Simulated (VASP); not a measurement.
# CoSi2 in VASP: a series of runs

CoSi2 is run at these levels: PBEsol+D4, PBEsol; tasks: single point.

All numbers are computed with VASP 6.6.1; they aren't measurements. Logs are shortened: lines on timing, memory, paths and dates and some standing lists are left out, and cuts for length are marked.

### Step 1. The cell of the first run

The cell holds a slab with vacuum, 12 atoms: a = 3.757 Å, b = 5.313 Å, c = 22.635 Å, α = 90.00°, β = 90.00°, γ = 90.00°.

### Step 2. Single point, PBEsol+D4

Contents of INCAR:

```
ALGO     = Normal         # electronic algorithm
DIPOL    = 0.5 0.5 0.499
EDIFF    = 1E-6           # SCF threshold, eV
ENCUT    = 520            # plane-wave cutoff, eV
GGA      = PS             # functional
GGA_COMPAT= False        
IDIPOL   = 3            
ISIF     = 2              # what is computed and relaxed
ISMEAR   = 0              # smearing method
IVDW     = 13             # dispersion correction
LASPH    = True           # aspherical terms in the spheres
LCHARG   = True           # write CHGCAR
LDIPOL   = True         
LELF     = True           # ELF
LREAL    = False          # projectors in reciprocal space
LVACPOTAV= True         
LVHAR    = True         
LWAVE    = False          # write WAVECAR
NBANDS   = 46             # bands
NELM     = 120            # most SCF steps
NELMDL   = -8           
PREC     = Accurate       # precision mode
SIGMA    = 0.1            # smearing width, eV
```

Contents of KPOINTS:

```
k-points
0
Gamma
  10 8 1
```

Contents of POSCAR:

```
CoSi2
1.0
    3.7565103795      0.0000000000      0.0000000000
    0.0000000000      5.3125079259      0.0000000000
    0.0000000000      0.0000000000     22.6347655692
Co Si
4 8
Direct
    0.5000000000      0.5000000000      0.3755285193
    0.0000000000      0.0000000000      0.4585095064
    0.5000000000      0.5000000000      0.5404640308
    0.0000000000      0.0000000000      0.6239285913
    0.0000000000      0.7500000000      0.3755285193
    0.0000000000      0.2500000000      0.3755285193
    0.5000000000      0.2500000000      0.4585095064
    0.5000000000      0.7500000000      0.4585095064
    0.0000000000      0.7509792629      0.5416754842
    0.0000000000      0.2490207371      0.5416754842
    0.5000000000      0.2454388916      0.6208254466
    0.5000000000      0.7545611084      0.6208254466
```

Potentials or basis: VASP PAW PBE potentials, release 64 (Co, Si).

Started as:

```console
> cat potpaw_PBE.64/Co/POTCAR potpaw_PBE.64/Si/POTCAR > POTCAR
> mpirun -np 1 vasp_std > vasp.out
```

OUTCAR:

```text
EDIFF = 1E-6
   ENCUT = 520
   GGA = PS
   ISIF = 2
   ISMEAR = 0
   IVDW = 13
   LASPH = True
   LREAL = False
   NELM = 120
   NELMDL = -8
   PREC = Accurate

 ion  position               nearest neighbor table
   1  0.500  0.500  0.376-   7 2.30   8 2.30   5 2.30   6 2.30   5 2.30   6 2.30
   2  0.000  0.000  0.459-   5 2.30   6 2.30   7 2.30   8 2.30   7 2.30   8 2.30   9 2.30  10 2.30

   3  0.500  0.500  0.540-  11 2.27  12 2.27   7 2.28   8 2.28   9 2.30  10 2.30   9 2.30  10 2.30

   4  0.000  0.000  0.624-   9 2.28  10 2.28  11 2.29  12 2.29  11 2.29  12 2.29
   5  0.000  0.750  0.376-   2 2.30   1 2.30   1 2.30   8 2.66   8 2.66   6 2.66   6 2.66
   6  0.000  0.250  0.376-   2 2.30   1 2.30   1 2.30   7 2.66   7 2.66   5 2.66   5 2.66
   7  0.500  0.250  0.459-   3 2.28   1 2.30   2 2.30   2 2.30   6 2.66   6 2.66   8 2.66   8 2.66
                            10 2.66  10 2.66
   8  0.500  0.750  0.459-   3 2.28   1 2.30   2 2.30   2 2.30   5 2.66   5 2.66   7 2.66   7 2.66
                             9 2.66   9 2.66
   9  0.000  0.751  0.542-   4 2.28   2 2.30   3 2.30   3 2.30  12 2.60  12 2.60  10 2.65   8 2.66
                             8 2.66  10 2.67
  10  0.000  0.249  0.542-   4 2.28   2 2.30   3 2.30   3 2.30  11 2.60  11 2.60   9 2.65   7 2.66
                             7 2.66   9 2.67
  11  0.500  0.245  0.621-   3 2.27   4 2.29   4 2.29  10 2.60  10 2.60  12 2.61  12 2.70
  12  0.500  0.755  0.621-   3 2.27   4 2.29   4 2.29   9 2.60   9 2.60  11 2.61  11 2.70

  LATTYP: Found a simple orthorhombic cell.
 ALAT       =     3.7565103795
 B/A-ratio  =     1.4142135624
 C/A-ratio  =     6.0254766479

  Lattice vectors:

 A1 = (   3.7565103795,   0.0000000000,   0.0000000000)
 A2 = (   0.0000000000,   5.3125079259,   0.0000000000)
 A3 = (   0.0000000000,   0.0000000000,  22.6347655692)

Analysis of symmetry for initial positions (statically):
=====================================================================
 Subroutine PRICEL returns:
 Original cell was already a primitive cell.

 Routine SETGRP: Setting up the symmetry group for a
 simple orthorhombic supercell.

 Subroutine GETGRP returns: Found  4 space group operations
 (whereof  4 operations were pure point group operations)
 out of a pool of  8 trial point group operations.

The static configuration has the point symmetry C_2v.

Analysis of symmetry for dynamics (positions and initial velocities):
=====================================================================
 Subroutine PRICEL returns:
 Original cell was already a primitive cell.

 Routine SETGRP: Setting up the symmetry group for a
 simple orthorhombic supercell.

[... 145 lines left out ...]
  volume/ion in A,a.u.               =      37.64       254.02
  Fermi-wavevector in a.u.,A,eV,Ry     =   0.870879  1.645722 10.319066  0.758430
  Thomas-Fermi vector in A             =   1.989907
   LORBIT       =      0    0 simple, 1 ext, 2 COOP (PROOUT), +10 PAW based schemes
   GGA     = PS    functional components
   LHFCALC =     F    Hartree Fock is set to
   AEXX    =    0.0000 exact exchange contribution
   IVDW    =    13    specifies the selected vdW correction
   LEPSILON=     F    determine dielectric tensor
   LRPA    =     F    only Hartree local field effects (RPA)
 non-spin polarized calculation
 Gauss-broadening in eV      SIGMA  =   0.10
  energy-cutoff  :      520.00
  volume of cell :      451.71
 maximum number of plane-waves:     12222
 NGX is ok and might be reduce to    28
   NGX = 13   NGY = 19   NGZ = 85

 dipolmoment           0.000000      0.000000      0.020214 electrons x Angstroem

 number of electron      67.9999983 magnetization

 dipolmoment           0.000000      0.000000     -0.004012 electrons x Angstroem

 Free energy of the ion-electron system (eV)
  ---------------------------------------------------
  ext. energy  EPLUGINS =         0.00000000
  ---------------------------------------------------
  free energy    TOTEN  =       -78.94347366 eV

  energy without entropy =      -78.90849473  energy(sigma->0) =      -78.92598420

 E-fermi :   0.1251     XC(G=0):  -4.8267

 val. band max:        0.1245568306   @ k =   0.4000   0.1250   0.0000
 cond. band min:       0.1368781929   @ k =   0.5000   0.3750   0.0000
 fundamental gap:      0.0123213623
 Fermi energy:         0.1251034991

 k-point     1 :       0.0000    0.0000    0.0000
  band No.  band energies     occupation
      1     -12.7183      2.00000
      2     -11.2102      2.00000
      3      -8.9744      2.00000
      4      -8.6292      2.00000
      5      -7.3841      2.00000
      6      -7.0278      2.00000
[... 1165 lines left out ...]
     45       4.5955      0.00000
     46       4.6360      0.00000

 [... further k-points ...]

------------------------ aborting loop because EDIFF is reached ----------------------------------------

  DFT-D4 for vdW energy calculation

  Edisp (eV):   -2.23515

  FORCE on cell =-STRESS in cart. coord.  units (eV):
  Direction    XX          YY          ZZ          XY          YZ          ZX
  --------------------------------------------------------------------------------------
  -------------------------------------------------------------------------------------
  Total      -7.29079    -5.70315    -1.25298     0.00000     0.00000     0.00000
  in kB     -25.85980   -20.22858    -4.44420     0.00000     0.00000     0.00000
  external pressure =      -16.84 kB  Pullay stress =        0.00 kB

 VOLUME and BASIS-vectors are now :
 -----------------------------------------------------------------------------
  energy-cutoff  :      520.00
  volume of cell :      451.71
      direct lattice vectors                 reciprocal lattice vectors
     3.756510379  0.000000000  0.000000000     0.266204509  0.000000000  0.000000000
     0.000000000  5.312507926  0.000000000     0.000000000  0.188235013  0.000000000
     0.000000000  0.000000000 22.634765569     0.000000000  0.000000000  0.044179826

 POSITION                                       TOTAL-FORCE (eV/Angst)
 -----------------------------------------------------------------------------------
      1.87826      2.65625      8.50000         0.000000      0.000000     -0.018746
      0.00000      0.00000     10.37826         0.000000      0.000000      0.174966
      1.87826      2.65625     12.23328         0.000000      0.000000     -0.014148
      0.00000      0.00000     14.12248         0.000000      0.000000      0.021179
      0.00000      3.98438      8.50000         0.000000      0.003487      0.361341
      0.00000      1.32813      8.50000         0.000000     -0.003487      0.361341
      1.87826      1.32813     10.37826         0.000000      0.002447     -0.443631
      1.87826      3.98438     10.37826         0.000000     -0.002447     -0.443631
      0.00000      3.98958     12.26070         0.000000     -0.013453     -0.008218
      0.00000      1.32292     12.26070        -0.000000      0.013453     -0.008218
      1.87826      1.30390     14.05224        -0.000000      0.025401      0.008882
      1.87826      4.00861     14.05224         0.000000     -0.025401      0.008882
 -----------------------------------------------------------------------------------
    total drift:                                0.000000      0.000000      0.000033

  FREE ENERGIE OF THE ION-ELECTRON SYSTEM (eV)
  ---------------------------------------------------
  free  energy   TOTEN  =       -81.1786192538 eV

  energy  without entropy=      -81.1436403204  energy(sigma->0) =      -81.16112979

 vacuum level on the upper side and lower side of the slab         5.121         5.157
```

OSZICAR:

```text
N       E                     dE             d eps       ncg     rms          rms(c)
DAV:   1     0.457335288973E+03    0.45734E+03   -0.25652E+04  2760   0.123E+03
DAV:   2    -0.426172763199E+02   -0.49995E+03   -0.48020E+03  3060   0.296E+02
DAV:   3    -0.852346845461E+02   -0.42617E+02   -0.41451E+02  3202   0.112E+02
[... 30 lines left out ...]
DAV:  34    -0.789434607385E+02   -0.39505E-05   -0.59250E-07  2220   0.510E-03    0.420E-03
DAV:  35    -0.789434651104E+02   -0.43719E-05   -0.15484E-07  1830   0.261E-03    0.311E-03
DAV:  36    -0.789434708412E+02   -0.57308E-05   -0.17106E-07  1956   0.172E-03    0.215E-03
DAV:  37    -0.789434732644E+02   -0.24233E-05   -0.12218E-07  1892   0.142E-03    0.133E-03
DAV:  38    -0.789434736641E+02   -0.39968E-06   -0.26682E-08  1756   0.933E-04
   1 F= -.81178619E+02 E0= -.81161130E+02  d E =-.349789E-01
```

stdout:

```text
POSCAR found type information on POSCAR CoSi
 POSCAR found :  2 types and      12 ions
 scaLAPACK will be used
 -----------------------------------------------------------------------------
[... 23 lines left out ...]
|     Did not find any points to average over, which means that no vacuum     |
|     field-free region was found. Please increase the size of  your cell     |
|     in the dimension of the dipole correction to obtain accurate            |
|     workfunction values.                                                    |
|                                                                             |
 -----------------------------------------------------------------------------
```

Wall time 42 min (1 thread of Intel Xeon Platinum 8259CL at 2.50GHz (Skylake/Cascade Lake), shared host); peak memory 0.75 GiB.

What came out:

```yaml
Free_energy: -81.1786 eV
Largest_force: 0.444 eV/Å
Band_gap_on_the_k_mesh: zero (bands 34 and 35 overlap by 0.73 eV)
Dispersion_energy_per_atom: -0.186 eV
```

Forces in eV/Å, atoms in the order of the input:
```
Co   0.000  0.000 -0.019
Co   0.000  0.000  0.175
Co   0.000  0.000 -0.014
Co   0.000  0.000  0.021
Si   0.000  0.003  0.361
Si   0.000 -0.003  0.361
Si   0.000  0.002 -0.444
Si   0.000 -0.002 -0.444
Si   0.000 -0.013 -0.008
Si   0.000  0.013 -0.008
Si   0.000  0.025  0.009
Si   0.000 -0.025  0.009
```

Levels at points of the mesh, in eV from the Fermi level:
```csv
k point,band 30,band 31,band 32,band 33,band 34,band 35,band 36,band 37,band 38,band 39
"(0.00, 0.00, 0.00)",-1.05,-1.05,-0.78,-0.32,0.37,1.36,1.66,2.06,2.62,2.77
"(0.50, 0.00, 0.00)",-1.35,-1.15,-1.09,-0.65,-0.65,0.23,0.26,0.99,1.03,1.25
"(0.00, 0.50, 0.00)",-0.28,-0.20,-0.16,0.18,0.22,0.27,0.36,0.99,1.04,2.16
"(0.50, 0.50, 0.00)",-1.11,-0.69,-0.69,-0.62,-0.43,-0.17,-0.05,1.61,1.65,1.95
```

Caveat: the PAW data sets were made with another functional, which shifts forces and pressure a little; the run has no spin polarisation, though such a crystal can be magnetic. Spin polarisation is off, so any magnetic state and its effect on volume and gap are missing.

### Step 3. Single point, PBEsol+D4

INCAR, as its differences from that of step 2:

```diff
@@ -5,3 +5,2 @@
 GGA      = PS             # functional
-GGA_COMPAT= False        
 IDIPOL   = 3            
@@ -19,4 +18,3 @@
 NBANDS   = 46             # bands
-NELM     = 120            # most SCF steps
-NELMDL   = -8           
+NELM     = 60             # most SCF steps
 PREC     = Accurate       # precision mode
```

Contents of KPOINTS:

```
k-points
0
Gamma
  8 6 1
```

POSCAR is that of step 2.

Potentials or basis: VASP PAW PBE potentials, release 64 (Co, Si).

Started as:

```console
> cat potpaw_PBE.64/Co/POTCAR potpaw_PBE.64/Si/POTCAR > POTCAR
> mpirun -np 1 vasp_std > vasp.out
```

It took 14 min on 1 thread of Intel Xeon Platinum 8488C (Sapphire Rapids), shared host; peak memory 0.63 GiB.

It converged, with:

| Quantity | Value |
| --- | --- |
| Free energy | -81.1792 eV |
| Largest force | 0.433 eV/Å |
| Band gap on the k mesh | zero (bands 34 and 35 overlap by 0.63 eV) |
| Dispersion energy per atom | -0.186 eV |

Forces in eV/Å, atoms in the order of the input:
```
Co   0.000  0.000 -0.087
Co   0.000  0.000  0.162
Co   0.000  0.000  0.032
Co   0.000  0.000  0.089
Si   0.000  0.063  0.375
Si   0.000 -0.063  0.375
Si   0.000  0.002 -0.433
Si   0.000 -0.002 -0.433
Si   0.000 -0.007 -0.030
Si   0.000  0.007 -0.030
Si   0.000  0.102 -0.010
Si   0.000 -0.102 -0.010
```

Levels at points of the mesh, in eV from the Fermi level:
| k point | band 30 | band 31 | band 32 | band 33 | band 34 | band 35 | band 36 | band 37 | band 38 | band 39 |
| --- | --- | --- | --- | --- | --- | --- | --- | --- | --- | --- |
| (0.00, 0.00, 0.00) | -1.06 | -1.05 | -0.78 | -0.32 | 0.37 | 1.36 | 1.66 | 2.06 | 2.61 | 2.77 |
| (0.50, 0.00, 0.00) | -1.35 | -1.15 | -1.09 | -0.66 | -0.65 | 0.23 | 0.25 | 0.98 | 1.01 | 1.25 |
| (0.00, 0.50, 0.00) | -0.28 | -0.21 | -0.16 | 0.18 | 0.20 | 0.27 | 0.36 | 0.99 | 1.04 | 2.16 |
| (0.50, 0.50, 0.00) | -1.12 | -0.70 | -0.69 | -0.63 | -0.43 | -0.17 | -0.06 | 1.61 | 1.64 | 1.94 |

Caveat: the PAW data sets were made with another functional, which shifts forces and pressure a little; the run has no spin polarisation, though such a crystal can be magnetic.

[end of part 1 of 2]

The gap in the log of VASP goes by the Fermi energy; the results here count the filled bands.